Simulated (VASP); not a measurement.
# LiW3N3 (Pm-3m) in VASP: notebook

LiW3N3 is run at these levels: PBE; tasks: single point.

All numbers are computed with VASP 6.6.1; they aren't measurements. Logs are shortened: lines on timing, memory, paths and dates and some standing lists are left out, and cuts for length are marked.

### 1 The cell of the first run

The structure is cubic, space group Pm-3m (No. 221). Conventional cell: a = 4.173 Å, b = 4.173 Å, c = 4.173 Å, α = 90.00°, β = 90.00°, γ = 90.00°. Li (site symmetry m-3m) has 6 N at 2.09 Å within 2.8 Å. Within 2.8 Å of W (site symmetry 4/mmm) lie 4 N at 2.09 Å. Within 2.8 Å of N (site symmetry 4/mmm) lie 2 Li at 2.09 Å and 4 W at 2.09 Å.

### 2 Single point, PBE

The input, INCAR:

```
SYSTEM = LiW3N3
PREC = Accurate
ENCUT = 520
EDIFF = 1E-7
ISMEAR = 0
SIGMA = 0.1
LREAL = .False.
LASPH = .True.
NELM = 60
ALGO = Normal
ISIF = 2
LWAVE = .False.
LCHARG = .True.
GGA = PE
LELF = .True.
LVHAR = .True.
NBANDS = 39
```

The input, KPOINTS:

```
Automatic mesh
0
Gamma
  10 10 10
  0 0 0
```

The input, POSCAR:

```
LiW3N3
1.0
    4.1728127000      0.0000000000      0.0000000000
    0.0000000000      4.1728127000      0.0000000000
    0.0000000000      0.0000000000      4.1728127000
Li W N
1 3 3
Direct
    0.0000000000      0.0000000000      0.0000000000
    0.0000000000      0.5000000000      0.5000000000
    0.5000000000      0.0000000000      0.5000000000
    0.5000000000      0.5000000000      0.0000000000
    0.5000000000      0.0000000000      0.0000000000
    0.0000000000      0.5000000000      0.0000000000
    0.0000000000      0.0000000000      0.5000000000
```

Potentials or basis: VASP PAW PBE potentials, release 64 (Li_sv, W_sv, N).

Started as:

```bash
$ cat potpaw_PBE.64/Li_sv/POTCAR potpaw_PBE.64/W_sv/POTCAR potpaw_PBE.64/N/POTCAR > POTCAR
$ mpirun -np 1 vasp_std > vasp.out
```

OUTCAR:

```text
SYSTEM = LiW3N3
   PREC = Accurate
   ENCUT = 520
   EDIFF = 1E-7
   ISMEAR = 0
   LREAL = .False.
   LASPH = .True.
   NELM = 60
   ISIF = 2
   GGA = PE

 ion  position               nearest neighbor table
   1  0.000  0.000  0.000-   5 2.09   6 2.09   7 2.09   7 2.09   6 2.09   5 2.09   2 2.95   3 2.95
                             2 2.95   2 2.95   4 2.95   3 2.95   2 2.95   3 2.95   4 2.95   4 2.95
   2  0.000  0.500  0.500-   6 2.09   7 2.09   6 2.09   7 2.09   3 2.95   1 2.95   4 2.95   4 2.95
                             1 2.95   3 2.95   1 2.95   1 2.95   3 2.95   4 2.95   4 2.95   3 2.95
   3  0.500  0.000  0.500-   5 2.09   7 2.09   5 2.09   7 2.09   2 2.95   1 2.95   4 2.95   4 2.95
                             2 2.95   4 2.95   4 2.95   1 2.95   2 2.95   1 2.95   1 2.95   2 2.95
   4  0.500  0.500  0.000-   5 2.09   6 2.09   5 2.09   6 2.09   2 2.95   2 2.95   3 2.95   1 2.95
                             3 2.95   3 2.95   3 2.95   1 2.95   2 2.95   1 2.95   2 2.95   1 2.95
   5  0.500  0.000  0.000-   1 2.09   3 2.09   4 2.09   3 2.09   4 2.09   1 2.09
   6  0.000  0.500  0.000-   1 2.09   2 2.09   4 2.09   2 2.09   1 2.09   4 2.09
   7  0.000  0.000  0.500-   1 2.09   2 2.09   3 2.09   1 2.09   2 2.09   3 2.09

  LATTYP: Found a simple cubic cell.
 ALAT       =     4.1728127000

  Lattice vectors:

 A1 = (   4.1728127000,   0.0000000000,   0.0000000000)
 A2 = (   0.0000000000,   4.1728127000,   0.0000000000)
 A3 = (   0.0000000000,   0.0000000000,   4.1728127000)

Analysis of symmetry for initial positions (statically):
=====================================================================
 Subroutine PRICEL returns:
 Original cell was already a primitive cell.

 Routine SETGRP: Setting up the symmetry group for a
 simple cubic supercell.

 Subroutine GETGRP returns: Found 48 space group operations
 (whereof 48 operations were pure point group operations)
 out of a pool of 48 trial point group operations.

The static configuration has the point symmetry O_h .

Analysis of symmetry for dynamics (positions and initial velocities):
=====================================================================
 Subroutine PRICEL returns:
 Original cell was already a primitive cell.

 Routine SETGRP: Setting up the symmetry group for a
 simple cubic supercell.

 Subroutine GETGRP returns: Found 48 space group operations
 (whereof 48 operations were pure point group operations)
 out of a pool of 48 trial point group operations.

The dynamic configuration has the point symmetry O_h .

 Subroutine INISYM returns: Found 48 space group operations
 (whereof 48 operations are pure point group operations),
 and found     1 'primitive' translations

----------------------------------------------------------------------------------------

                                     Primitive cell

  volume of cell :      72.6585

  direct lattice vectors                    reciprocal lattice vectors
     4.172812700  0.000000000  0.000000000     0.239646510  0.000000000  0.000000000
     0.000000000  4.172812700  0.000000000     0.000000000  0.239646510  0.000000000
     0.000000000  0.000000000  4.172812700     0.000000000  0.000000000  0.239646510

  length of vectors
     4.172812700  4.172812700  4.172812700     0.239646510  0.239646510  0.239646510

  position of ions in fractional coordinates (direct lattice)
     0.000000000  0.000000000  0.000000000
     0.000000000  0.500000000  0.500000000
     0.500000000  0.000000000  0.500000000
     0.500000000  0.500000000  0.000000000
     0.500000000  0.000000000  0.000000000
     0.000000000  0.500000000  0.000000000
     0.000000000  0.000000000  0.500000000

  ion indices of the primitive-cell ions
   primitive index   ion index
                 1           1
                 2           2
                 3           3
                 4           4
                 5           5
                 6           6
                 7           7

----------------------------------------------------------------------------------------

 KPOINTS: Automatic mesh

Automatic generation of k-mesh.
 Grid dimensions read from file:
 generate k-points for:   10   10   10

 Generating k-lattice:

  Cartesian coordinates                     Fractional coordinates (reciprocal lattice)
     0.023964651  0.000000000  0.000000000     0.100000000  0.000000000  0.000000000
     0.000000000  0.023964651  0.000000000     0.000000000  0.100000000  0.000000000
     0.000000000  0.000000000  0.023964651     0.000000000  0.000000000  0.100000000

  Length of vectors
     0.023964651  0.023964651  0.023964651

  Shift w.r.t. Gamma in fractional coordinates (k-lattice)
     0.000000000  0.000000000  0.000000000

 Subroutine IBZKPT returns following result:
 ===========================================

 Found     56 irreducible k-points:

 Following reciprocal coordinates:
            Coordinates               Weight
  0.000000  0.000000  0.000000      1.000000
  0.100000  0.000000  0.000000      6.000000
  0.200000  0.000000  0.000000      6.000000
  0.300000  0.000000  0.000000      6.000000
  0.400000  0.000000  0.000000      6.000000
  0.500000  0.000000  0.000000      3.000000
[... 16 lines left out ...]
  0.200000  0.100000  0.100000     24.000000
  0.300000  0.100000  0.100000     24.000000
 [... further k-points ...]
   k-points           NKPTS =     56   k-points in BZ     NKDIM =     56   number of bands    NBANDS=     39
   number of dos      NEDOS =    301   number of ions     NIONS =      7
   total plane-waves  NPLWV =  32768
   dimension x,y,z NGX =    32 NGY =   32 NGZ =   32
   dimension x,y,z NGXF=    64 NGYF=   64 NGZF=   64
   ions per type =               1   3   3
   NGX,Y,Z   is equivalent  to a cutoff of  12.75, 12.75, 12.75 a.u.
   NGXF,Y,Z  is equivalent  to a cutoff of  25.50, 25.50, 25.50 a.u.
 SYSTEM =  LiW3N3
   PREC   = accura    normal or accurate (medium, high low for compatibility)
   ISTART =      0    job   : 0-new  1-cont  2-samecut
   ICHARG =      2    charge: 1-file 2-atom 10-const
   ISPIN  =      1    spin polarized calculation?
   LNONCOLLINEAR =      F non collinear calculations
   LSORBIT =      F    spin-orbit coupling
   LASPH  =      T    aspherical Exc in radial PAW
   ENCUT  =  520.0 eV  38.22 Ry    6.18 a.u.   7.76  7.76  7.76*2*pi/ulx,y,z
   NELM   =     60;   NELMIN=  2; NELMDL= -5     # of ELM steps
   EDIFF  = 0.1E-06   stopping-criterion for ELM
   LREAL  =      F    real-space projection
   EDIFFG = 0.1E-05   stopping-criterion for IOM
   NSW    =      0    number of steps for IOM
   IBRION =     -1    ionic relax: 0-MD 1-quasi-New 2-CG
   NFREE  =      0    steps in history (QN), initial steepest desc. (CG)
   ISIF   =      2    stress and relaxation
   ISYM   =      2    0-nonsym 1-usesym 2-fastsym
   POTIM  = 0.5000    time-step for ionic-motion
   TEBEG  =    0.0;   TEEND  =   0.0 temperature during run
   PSTRESS=    0.0 pullay stress
   NELECT =      60.0000    total number of electrons
   NUPDOWN=      -1.0000    fix difference up-down
   EMIN   =  10.00;   EMAX   =-10.00  energy-range for DOS
   EFERMI =   0.00;   METHOD = LEGACY
   ISMEAR =     0;   SIGMA  =   0.10  broadening in eV -4-tet -1-fermi 0-gaus
   EFERMI_NEDOS =   21; number of points for ismear=-14 and -15
   IALGO  =     38    algorithm
   IMIX   =      4    mixing-type and parameters
     AMIX     =   0.40;   BMIX     =  1.00
     AMIX_MAG =   1.60;   BMIX_MAG =  1.00
  volume/ion in A,a.u.               =      10.38        70.05
  Fermi-wavevector in a.u.,A,eV,Ry     =   1.535900  2.902431 32.096003  2.358990
  Thomas-Fermi vector in A             =   2.642624
   LORBIT       =      0    0 simple, 1 ext, 2 COOP (PROOUT), +10 PAW based schemes
   GGA     = PE    functional components
   LHFCALC =     F    Hartree Fock is set to
   AEXX    =    0.0000 exact exchange contribution
   IVDW    =     0    specifies the selected vdW correction
   LEPSILON=     F    determine dielectric tensor
   LRPA    =     F    only Hartree local field effects (RPA)
 non-spin polarized calculation
 Gauss-broadening in eV      SIGMA  =   0.10
  energy-cutoff  :      520.00
  volume of cell :       72.66
 maximum number of plane-waves:      1988
 NGX is ok and might be reduce to    32
   NGX = 15   NGY = 15   NGZ = 15

 number of electron      59.9999995 magnetization

 Free energy of the ion-electron system (eV)
  ---------------------------------------------------
  ext. energy  EPLUGINS =         0.00000000
  ---------------------------------------------------
  free energy    TOTEN  =       -69.61166061 eV

  energy without entropy =      -69.60449785  energy(sigma->0) =      -69.60807923

 E-fermi :  10.5432     XC(G=0): -13.1390

 val. band max:       10.4319339471   @ k =   0.4000   0.4000   0.1000
 cond. band min:      10.5587100333   @ k =   0.5000   0.3000   0.2000
 fundamental gap:      0.1267760862
 Fermi energy:        10.5432297671

 k-point     1 :       0.0000    0.0000    0.0000
  band No.  band energies     occupation
      1     -64.4127      2.00000
      2     -64.3432      2.00000
      3     -64.3432      2.00000
      4     -35.3256      2.00000
      5     -28.9485      2.00000
      6     -28.9485      2.00000
[... 31 lines left out ...]
     38      14.3924      0.00000
     39      15.1652      0.00000

 k-point     2 :       0.1000    0.0000    0.0000
  band No.  band energies     occupation
      1     -64.4112      2.00000
      2     -64.3447      2.00000
      3     -64.3432      2.00000
      4     -35.3256      2.00000
      5     -28.9418      2.00000
      6     -28.9418      2.00000
[... 31 lines left out ...]
     38      14.3933      0.00000
     39      15.1794      0.00000

 k-point     3 :       0.2000    0.0000    0.0000
  band No.  band energies     occupation
      1     -64.4069      2.00000
      2     -64.3491      2.00000
      3     -64.3432      2.00000
      4     -35.3258      2.00000
      5     -28.9231      2.00000
      6     -28.9231      2.00000
[... 832 lines left out ...]
 k-point    23 :       0.2000    0.1000    0.1000
  band No.  band energies     occupation
      1     -64.4041      2.00000
      2     -64.3495      2.00000
      3     -64.3454      2.00000
      4     -35.3257      2.00000
      5     -28.9578      2.00000
      6     -28.9056      2.00000
[... 31 lines left out ...]
     38      14.2292      0.00000
     39      15.5450      0.00000

 k-point    24 :       0.3000    0.1000    0.1000
  band No.  band energies     occupation
      1     -64.3979      2.00000
      2     -64.3557      2.00000
      3     -64.3453      2.00000
      4     -35.3258      2.00000
      5     -28.9458      2.00000
      6     -28.8903      2.00000
[... 31 lines left out ...]
     38      14.2428      0.00000
     39      15.6613      0.00000

 [... further k-points ...]
[... 5 lines left out ...]
  --------------------------------------------------------------------------------------
  -------------------------------------------------------------------------------------
  Total        0.4396363      0.4396363      0.4396363      0.0000000      0.0000000      0.0000000
  in kB        9.6943217      9.6943217      9.6943217      0.0000000      0.0000000      0.0000000
  external PRESSURE =       9.6943217 kB  Pullay stress =       0.0000000 kB

 VOLUME and BASIS-vectors are now :
 -----------------------------------------------------------------------------
  energy-cutoff  :      520.00
  volume of cell :       72.66
      direct lattice vectors                 reciprocal lattice vectors
     4.172812700  0.000000000  0.000000000     0.239646510  0.000000000  0.000000000
     0.000000000  4.172812700  0.000000000     0.000000000  0.239646510  0.000000000
     0.000000000  0.000000000  4.172812700     0.000000000  0.000000000  0.239646510

 POSITION                                       TOTAL-FORCE (eV/Angst)
 -----------------------------------------------------------------------------------
      0.00000      0.00000      0.00000         0.000000      0.000000      0.000000
      0.00000      2.08641      2.08641         0.000000      0.000000      0.000000
      2.08641      0.00000      2.08641         0.000000      0.000000      0.000000
      2.08641      2.08641      0.00000         0.000000      0.000000      0.000000
      2.08641      0.00000      0.00000         0.000000      0.000000      0.000000
      0.00000      2.08641      0.00000         0.000000      0.000000      0.000000
      0.00000      0.00000      2.08641         0.000000      0.000000      0.000000
 -----------------------------------------------------------------------------------
    total drift:                                0.000000     -0.000000     -0.000000

  FREE ENERGIE OF THE ION-ELECTRON SYSTEM (eV)
  ---------------------------------------------------
  free  energy   TOTEN  =       -69.6116606096 eV

  energy  without entropy=      -69.6044978466  energy(sigma->0) =      -69.60807923
```

It took 1.9 min on 1 thread of AMD EPYC 7R13, shared host; peak memory 0.26 GiB.

Results:

| Item | Value |
| --- | --- |
| Free energy | -69.6117 eV |
| Band gap on the k mesh | zero (bands 30 and 31 overlap by 3.06 eV) |

Levels at points of the mesh, in eV from the Fermi level:
```
           k point  band 26  band 27  band 28  band 29  band 30  band 31  band 32  band 33  band 34  band 35
(0.00, 0.00, 0.00)    -3.43    -2.75    -2.75    -2.75    -0.46    -0.46    -0.46     1.25     1.25     1.92
(0.50, 0.00, 0.00)    -4.00    -3.84    -1.50    -1.39    -1.39    -0.45     0.80     0.80     1.55     2.43
(0.50, 0.50, 0.00)    -3.09    -2.25    -2.03    -2.03     0.61     0.66     1.50     1.50     2.11     2.80
(0.50, 0.50, 0.50)    -2.74    -2.74    -2.74    -0.44     2.24     2.24     2.24     2.78     2.78     3.22
```

Caveat: the cutoff is under 1.25 times the usual one of these potentials, so pressure, stress and relaxed cells hold a basis-set (Pulay) error; spin-orbit coupling is left out, which moves the levels of the heavy elements.

### 3 Single point, PBE

The input, INCAR:

```
SYSTEM = LiW3N3
PREC     = Accurate       ! precision mode
ENCUT    = 520            ! plane-wave cutoff, eV
EDIFF    = 1E-7           ! SCF threshold, eV
ISMEAR   = -1             ! smearing method
SIGMA    = 0.15           ! smearing width, eV
LREAL    = .FALSE.        ! projectors in reciprocal space
LASPH    = .TRUE.         ! aspherical terms in the spheres
NELM     = 100            ! most SCF steps
ALGO     = Normal         ! electronic algorithm
ISIF     = 2              ! what is computed and relaxed
LWAVE    = .FALSE.        ! write WAVECAR
LCHARG   = .FALSE.        ! write CHGCAR
GGA      = PE             ! functional
NBANDS   = 39             ! bands
```

The input, KPOINTS:

```
Automatic mesh
0
G
  10 10 10
  0 0 0
```

POSCAR: that of step 2 with these lines changed.

```diff
@@ -2,5 +2,5 @@
 1.0
-    4.1728127000      0.0000000000      0.0000000000
-    0.0000000000      4.1728127000      0.0000000000
-    0.0000000000      0.0000000000      4.1728127000
+    4.1738755250      0.0000000000      0.0000000000
+    0.0000000000      4.1738755250      0.0000000000
+    0.0000000000      0.0000000000      4.1738755250
 Li W N
```

Potentials or basis: VASP PAW PBE potentials, release 64 (Li_sv, W_sv, N).

Started as:

```bash
$ cat potpaw_PBE.64/Li_sv/POTCAR potpaw_PBE.64/W_sv/POTCAR potpaw_PBE.64/N/POTCAR > POTCAR
$ mpirun -np 1 vasp_std > vasp.out
```

It took 1.8 min on 1 thread of AMD EPYC 7R13, shared host; peak memory 0.26 GiB.

The run converged. Its results:

```
Free energy            : -69.6772 eV
Band gap on the k mesh : zero (bands 30 and 31 overlap by 3.05 eV)
```

Levels at points of the mesh, in eV from the Fermi level:
| k point | band 27 | band 28 | band 29 | band 30 | band 31 | band 32 | band 33 | band 34 |
| --- | --- | --- | --- | --- | --- | --- | --- | --- |
| (0.00, 0.00, 0.00) | -2.76 | -2.76 | -2.76 | -0.47 | -0.47 | -0.47 | 1.24 | 1.24 |
| (0.50, 0.00, 0.00) | -3.84 | -1.51 | -1.40 | -1.40 | -0.46 | 0.79 | 0.79 | 1.54 |
| (0.50, 0.50, 0.00) | -2.26 | -2.04 | -2.04 | 0.60 | 0.66 | 1.49 | 1.49 | 2.10 |
| (0.50, 0.50, 0.50) | -2.75 | -2.75 | -0.45 | 2.23 | 2.23 | 2.23 | 2.77 | 2.77 |

Caveat: the cutoff is under 1.25 times the usual one of these potentials, so pressure, stress and relaxed cells hold a basis-set (Pulay) error; spin-orbit coupling is left out, which moves the levels of the heavy elements.

### 4 Single point, PBE (10.69 Å³/atom)

This run uses another cell than the first one, of 10.69 Å³/atom.

The input, INCAR:

```
SYSTEM = LiW3N3
PREC = Accurate ; ENCUT = 520
EDIFF = 1E-7 ; ISMEAR = 0
SIGMA = 0.1 ; LREAL = .FALSE.
LASPH = .TRUE. ; NELM = 100
ALGO = Normal ; ISIF = 2
LWAVE = .FALSE. ; LCHARG = .TRUE.
GGA = PE ; LELF = .TRUE.
LVHAR = .TRUE. ; NBANDS = 39
```

KPOINTS is that of step 3.

POSCAR: that of step 3 with these lines changed.

```diff
@@ -2,5 +2,5 @@
 1.0
-    4.1738755250      0.0000000000      0.0000000000
-    0.0000000000      4.1738755250      0.0000000000
-    0.0000000000      0.0000000000      4.1738755250
+    4.2141303643      0.0000000000      0.0000000000
+    0.0000000000      4.2141303643      0.0000000000
+    0.0000000000      0.0000000000      4.2141303643
 Li W N
```

Started as:

```bash
$ cat potpaw_PBE.64/Li_sv/POTCAR potpaw_PBE.64/W_sv/POTCAR potpaw_PBE.64/N/POTCAR > POTCAR
$ mpirun -np 1 vasp_std > vasp.out
```

Run time: 1.8 min. Hardware: 1 thread of AMD EPYC 7R13, shared host; peak memory 0.26 GiB.

Results (log left out):

```yaml
Free_energy: -69.5627 eV
Band_gap_on_the_k_mesh: zero (bands 30 and 31 overlap by 2.92 eV)
```

Levels at points of the mesh, in eV from the Fermi level:
| k point | band 27 | band 28 | band 29 | band 30 | band 31 | band 32 | band 33 | band 34 |
| --- | --- | --- | --- | --- | --- | --- | --- | --- |
| (0.00, 0.00, 0.00) | -2.67 | -2.67 | -2.67 | -0.44 | -0.44 | -0.44 | 1.18 | 1.18 |
| (0.50, 0.00, 0.00) | -3.69 | -1.43 | -1.34 | -1.34 | -0.44 | 0.77 | 0.77 | 1.47 |
| (0.50, 0.50, 0.00) | -2.17 | -1.97 | -1.97 | 0.58 | 0.62 | 1.44 | 1.44 | 2.04 |
| (0.50, 0.50, 0.50) | -2.64 | -2.64 | -0.48 | 2.13 | 2.13 | 2.13 | 2.65 | 2.65 |

Caveat: the cutoff is under 1.25 times the usual one of these potentials, so pressure, stress and relaxed cells hold a basis-set (Pulay) error; spin-orbit coupling is left out, which moves the levels of the heavy elements.

### 5 Summary

| cell | smearing | gap on the mesh (eV) |
| --- | --- | --- |
| a = 4.173 Å, 7 atoms | gaussian 0.1 eV | none |
| a = 4.174 Å, 7 atoms | fermi-dirac 0.15 eV | none |
| a = 4.214 Å, 7 atoms | gaussian 0.1 eV | none |

Alike in all rows: task single point; level PBE; potentials or basis VASP PAW PBE potentials, release 64 (Li_sv, W_sv, N); no spin polarisation; k mesh 10 × 10 × 10; cutoff (eV) 520.

Caveats: the cutoff is under 1.25 times the usual one of these potentials, so pressure, stress and relaxed cells hold a basis-set (Pulay) error; spin-orbit coupling is left out, which moves the levels of the heavy elements.

Absolute energies hang on the potentials; compare differences alone.

The gap in the log of VASP goes by the Fermi energy; the results here count the filled bands.